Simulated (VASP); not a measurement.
Runs of VASP 6.6.1 on TiPt5. The structure is that of space group F-43m (No. 216), or close to it. The cells are those of the table. 

```csv
task,cell,k mesh,cutoff (eV),gap on the mesh (eV),pressure (GPa),relaxed volume (Å³/atom)
single point,"a = 5.208 Å, angles 60.0°, 6 atoms",4 × 4 × 4,520,none,(b),-
single point,"a = 5.123 Å, angles 60.0°, 6 atoms",4 × 4 × 4,520,none,11.3,-
single point,"a = 5.203 Å, angles 60.0°, 6 atoms",10 × 10 × 10,520,none,-0.4,-
relaxation of cell and atoms,"relaxed from a = 5.123 Å, angles 60.0°, 6 atoms",4 × 4 × 4,600,none,0.0,16.61
relaxation of cell and atoms,"relaxed from a = 5.208 Å, angles 60.0°, 6 atoms",10 × 10 × 10,600,none,0.0,(a)
```

Alike in all rows: level PBE; potentials or basis VASP PAW PBE potentials, release 64 (Ti_sv, Pt); no spin polarisation; smearing gaussian 0.1 eV.

Task: Fill in the values left out.

Result: (a) 16.57; (b) -0.6.

Caveats: some runs use coarse meshes; spin-orbit coupling is left out, which moves the levels of the heavy elements.

A k mesh can miss the band edges, and the runs leave out spin-orbit coupling on Pt.

A gap of «none» marks levels without a gap at the run's occupations.
